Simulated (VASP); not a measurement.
# HfSi15 (a cell with a defect) in VASP: further runs, part 2 of 2

VASP 6.6.1.

## 3. Single point, PBE

INCAR reads:

```
SYSTEM = HfSi15
PREC     = Accurate       ! precision mode
ENCUT    = 520            ! plane-wave cutoff, eV
EDIFF    = 1E-7           ! SCF threshold, eV
ISMEAR   = 0              ! smearing method
SIGMA    = 0.01           ! smearing width, eV
LREAL    = Auto         
LASPH    = .TRUE.         ! aspherical terms in the spheres
NELM     = 100            ! most SCF steps
ALGO     = Normal         ! electronic algorithm
ISIF     = 2              ! what is computed and relaxed
LWAVE    = .FALSE.        ! write WAVECAR
LCHARG   = .FALSE.        ! write CHGCAR
GGA      = PE             ! functional
NBANDS   = 49             ! bands
```

KPOINTS reads:

```
regular mesh
0
G
  2 2 2
  0 0 0
```

POSCAR reads:

```
HfSi15
1.0
    0.0000000000      5.4700936587     -5.4700936587
    5.4700936587      5.4700936587      0.0000000000
    5.4700936587      0.0000000000     -5.4700936587
Hf Si
1 15
Direct
    0.3750000000      0.3750000000      0.3750000000
    0.3728337880      0.8771662120      0.3728337880
    0.8771662120      0.3728337880      0.3728337880
    0.8771662120      0.8771662120      0.3728337880
    0.3728337880      0.3728337880      0.8771662120
    0.3728337880      0.8771662120      0.8771662120
    0.8771662120      0.3728337880      0.8771662120
    0.8750000000      0.8750000000      0.8750000000
    0.5089426083      0.5089426083     -0.0268278248
    0.5012312556     -0.0004104185     -0.0004104185
    0.9995895815      0.5012312556     -0.0004104185
    0.9995895815     -0.0004104185     -0.0004104185
    0.5089426083      0.5089426083      0.5089426083
    0.5089426083     -0.0268278248      0.5089426083
    0.9731721752      0.5089426083      0.5089426083
    0.9995895815     -0.0004104185      0.5012312556
```

Potentials or basis: VASP PAW PBE potentials, release 64 (Hf_pv, Si).

The run is started by

```console
cat potpaw_PBE.64/Hf_pv/POTCAR potpaw_PBE.64/Si/POTCAR > POTCAR
mpirun -np 1 vasp_std > vasp.out
```

OUTCAR:

```text
SYSTEM = HfSi15
   PREC = Accurate
   ENCUT = 520
   EDIFF = 1E-7
   ISMEAR = 0
   LREAL = Auto
   LASPH = .TRUE.
   NELM = 100
   ISIF = 2
   GGA = PE

 ion  position               nearest neighbor table
   1  0.375  0.375  0.375-   9 2.54  14 2.54  15 2.54  13 2.54
   2  0.373  0.877  0.373-  13 2.33  14 2.33  10 2.36  16 2.36
   3  0.877  0.373  0.373-  13 2.33  15 2.33  11 2.36  16 2.36
   4  0.877  0.877  0.373-  14 2.33  15 2.33  12 2.36  16 2.36
   5  0.373  0.373  0.877-  13 2.33   9 2.33  11 2.36  10 2.36
   6  0.373  0.877  0.877-   9 2.33  14 2.33  12 2.36  10 2.36
[... 8 lines left out ...]
  15  0.973  0.509  0.509-   4 2.33   7 2.33   3 2.33   1 2.54
  16  1.000  1.000  0.501-   2 2.36   3 2.36   4 2.36   8 2.36

  LATTYP: Found a face centered cubic cell.
 ALAT       =    10.9401873174

  Lattice vectors:

 A1 = (   0.0000000000,   5.4700936587,  -5.4700936587)
 A2 = (   5.4700936587,   5.4700936587,   0.0000000000)
 A3 = (   5.4700936587,   0.0000000000,  -5.4700936587)

Analysis of symmetry for initial positions (statically):
=====================================================================
 Subroutine PRICEL returns:
 Original cell was already a primitive cell.

 Routine SETGRP: Setting up the symmetry group for a
 face centered cubic supercell.

 Subroutine GETGRP returns: Found 24 space group operations
 (whereof  6 operations were pure point group operations)
 out of a pool of 48 trial point group operations.

The static configuration has the point symmetry C_3v.
 The point group associated with its full space group is T_d .

Analysis of symmetry for dynamics (positions and initial velocities):
=====================================================================
 Subroutine PRICEL returns:
 Original cell was already a primitive cell.

 Routine SETGRP: Setting up the symmetry group for a
 face centered cubic supercell.

 Subroutine GETGRP returns: Found 24 space group operations
 (whereof  6 operations were pure point group operations)
 out of a pool of 48 trial point group operations.

The dynamic configuration has the point symmetry C_3v.
 The point group associated with its full space group is T_d .

 Subroutine INISYM returns: Found 24 space group operations
 (whereof  6 operations are pure point group operations),
 and found     1 'primitive' translations

----------------------------------------------------------------------------------------

                                     Primitive cell

  volume of cell :     327.3515

  direct lattice vectors                    reciprocal lattice vectors
     0.000000000  5.470093659 -5.470093659    -0.091406113  0.091406113 -0.091406113
     5.470093659  5.470093659  0.000000000     0.091406113  0.091406113  0.091406113
     5.470093659  0.000000000 -5.470093659     0.091406113 -0.091406113 -0.091406113

  length of vectors
     7.735880640  7.735880640  7.735880640     0.158320032  0.158320032  0.158320032

  position of ions in fractional coordinates (direct lattice)
     0.375000000  0.375000000  0.375000000
     0.372833788  0.877166212  0.372833788
     0.877166212  0.372833788  0.372833788
     0.877166212  0.877166212  0.372833788
     0.372833788  0.372833788  0.877166212
     0.372833788  0.877166212  0.877166212
[... 55 lines left out ...]

 Following reciprocal coordinates:
            Coordinates               Weight
  0.000000  0.000000  0.000000      1.000000
  0.500000  0.000000  0.000000      4.000000
  0.500000  0.500000  0.000000      3.000000
   k-points           NKPTS =      3   k-points in BZ     NKDIM =      3   number of bands    NBANDS=     49
   number of dos      NEDOS =    301   number of ions     NIONS =     16
   total plane-waves  NPLWV = 216000
   dimension x,y,z NGX =    60 NGY =   60 NGZ =   60
   dimension x,y,z NGXF=   120 NGYF=  120 NGZF=  120
   ions per type =               1  15
   NGX,Y,Z   is equivalent  to a cutoff of  12.89, 12.89, 12.89 a.u.
   NGXF,Y,Z  is equivalent  to a cutoff of  25.79, 25.79, 25.79 a.u.
 SYSTEM =  HfSi15
   PREC   = accura    normal or accurate (medium, high low for compatibility)
   ISTART =      0    job   : 0-new  1-cont  2-samecut
   ICHARG =      2    charge: 1-file 2-atom 10-const
   ISPIN  =      1    spin polarized calculation?
   LNONCOLLINEAR =      F non collinear calculations
   LSORBIT =      F    spin-orbit coupling
   LASPH  =      T    aspherical Exc in radial PAW
   ENCUT  =  520.0 eV  38.22 Ry    6.18 a.u.  14.38 14.38 14.38*2*pi/ulx,y,z
   NELM   =    100;   NELMIN=  2; NELMDL= -5     # of ELM steps
   EDIFF  = 0.1E-06   stopping-criterion for ELM
   LREAL  =      T    real-space projection
   EDIFFG = 0.1E-05   stopping-criterion for IOM
   NSW    =      0    number of steps for IOM
   IBRION =     -1    ionic relax: 0-MD 1-quasi-New 2-CG
   NFREE  =      0    steps in history (QN), initial steepest desc. (CG)
   ISIF   =      2    stress and relaxation
   ISYM   =      2    0-nonsym 1-usesym 2-fastsym
   POTIM  = 0.5000    time-step for ionic-motion
   TEBEG  =    0.0;   TEEND  =   0.0 temperature during run
   PSTRESS=    0.0 pullay stress
   NELECT =      70.0000    total number of electrons
   NUPDOWN=      -1.0000    fix difference up-down
   EMIN   =  10.00;   EMAX   =-10.00  energy-range for DOS
   EFERMI =   0.00;   METHOD = LEGACY
   ISMEAR =     0;   SIGMA  =   0.01  broadening in eV -4-tet -1-fermi 0-gaus
   EFERMI_NEDOS =   21; number of points for ismear=-14 and -15
   IALGO  =     38    algorithm
   IMIX   =      4    mixing-type and parameters
     AMIX     =   0.40;   BMIX     =  1.00
     AMIX_MAG =   1.60;   BMIX_MAG =  1.00
  volume/ion in A,a.u.               =      20.46       138.07
  Fermi-wavevector in a.u.,A,eV,Ry     =   0.978970  1.849985 13.039584  0.958382
  Thomas-Fermi vector in A             =   2.109787
   LORBIT       =      0    0 simple, 1 ext, 2 COOP (PROOUT), +10 PAW based schemes
   GGA     = PE    functional components
   LHFCALC =     F    Hartree Fock is set to
   AEXX    =    0.0000 exact exchange contribution
   IVDW    =     0    specifies the selected vdW correction
   LEPSILON=     F    determine dielectric tensor
   LRPA    =     F    only Hartree local field effects (RPA)
 non-spin polarized calculation
 Gauss-broadening in eV      SIGMA  =   0.01
  energy-cutoff  :      520.00
  volume of cell :      327.35
 maximum number of plane-waves:      8824
 NGX is ok and might be reduce to    60
   NGX = 29   NGY = 29   NGZ = 29

 number of electron      70.0000004 magnetization

 Free energy of the ion-electron system (eV)
  ---------------------------------------------------
  ext. energy  EPLUGINS =         0.00000000
  ---------------------------------------------------
  free energy    TOTEN  =       -87.53862656 eV

  energy without entropy =      -87.53771625  energy(sigma->0) =      -87.53817141

 E-fermi :   5.6992     XC(G=0):  -9.4590

 val. band max:        5.6845368007   @ k =   0.5000   0.5000   0.0000
 cond. band min:       5.7102609443   @ k =   0.0000   0.0000   0.0000
 fundamental gap:      0.0257241436
 Fermi energy:         5.6991528599

 k-point     1 :       0.0000    0.0000    0.0000
  band No.  band energies     occupation
      1     -24.6838      2.00000
      2     -24.6838      2.00000
      3     -24.6838      2.00000
      4      -6.1998      2.00000
      5      -4.0441      2.00000
      6      -4.0441      2.00000
[... 139 lines left out ...]
     46       8.3320      0.00000
     47       9.9320      0.00000
 [bands above 47 left out]

------------------------ aborting loop because EDIFF is reached ----------------------------------------

  FORCE on cell =-STRESS in cart. coord.  units (eV):
  Direction    XX          YY          ZZ          XY          YZ          ZX
  --------------------------------------------------------------------------------------
  -------------------------------------------------------------------------------------
  Total        8.4730227      8.4730227      8.4730227     -0.0000000     -0.0000000     -0.0000000
  in kB       41.4700608     41.4700608     41.4700608     -0.0000000     -0.0000000     -0.0000000
  external PRESSURE =      41.4700608 kB  Pullay stress =       0.0000000 kB

 VOLUME and BASIS-vectors are now :
 -----------------------------------------------------------------------------
  energy-cutoff  :      520.00
  volume of cell :      327.35
      direct lattice vectors                 reciprocal lattice vectors
     0.000000000  5.470093659 -5.470093659    -0.091406113  0.091406113 -0.091406113
     5.470093659  5.470093659  0.000000000     0.091406113  0.091406113  0.091406113
     5.470093659  0.000000000 -5.470093659     0.091406113 -0.091406113 -0.091406113

 POSITION                                       TOTAL-FORCE (eV/Angst)
 -----------------------------------------------------------------------------------
      4.10257      4.10257     -4.10257         0.000000      0.000000      0.000000
      6.83762      6.83762     -4.07887         0.000000      0.000000     -0.024498
      4.07887      6.83762     -6.83762         0.024498      0.000000      0.000000
      6.83762      9.59636     -6.83762         0.000000     -0.024498      0.000000
      6.83762      4.07887     -6.83762         0.000000      0.024498      0.000000
      9.59636      6.83762     -6.83762        -0.024498      0.000000      0.000000
[... 8 lines left out ...]
      5.56793      8.10731     -8.10731         0.014886     -0.014886      0.014886
      8.20963     10.93570     -8.20963         0.003157     -0.003157     -0.003157
 -----------------------------------------------------------------------------------
    total drift:                               -0.000000     -0.000000      0.000000

  FREE ENERGIE OF THE ION-ELECTRON SYSTEM (eV)
  ---------------------------------------------------
  free  energy   TOTEN  =       -87.5386265615 eV

  energy  without entropy=      -87.5377162539  energy(sigma->0) =      -87.53817141
```

Wall time 2 min (1 thread of Intel Xeon 6975P-C, shared host); peak memory 0.46 GiB.

What came out:

* Free energy: -87.5386 eV
* Pressure: 4.1 GPa
* Largest force: 0.026 eV/Å
* Band gap on the k mesh: 0.03 eV

Forces on the atoms (eV/Å):
```
Hf   0.000  0.000  0.000
Si   0.000  0.000 -0.024
Si   0.024  0.000  0.000
Si   0.000 -0.024  0.000
Si   0.000  0.024  0.000
Si  -0.024  0.000  0.000
Si   0.000  0.000  0.024
Si   0.000  0.000  0.000
Si  -0.015  0.015  0.015
Si  -0.003  0.003 -0.003
Si   0.003  0.003  0.003
Si  -0.003 -0.003  0.003
Si   0.015  0.015 -0.015
Si  -0.015 -0.015 -0.015
Si   0.015 -0.015  0.015
Si   0.003 -0.003 -0.003
```

Caveat: the k points lie up to 0.50 Å⁻¹ apart; spin-orbit coupling is left out, which moves the levels of the heavy elements.
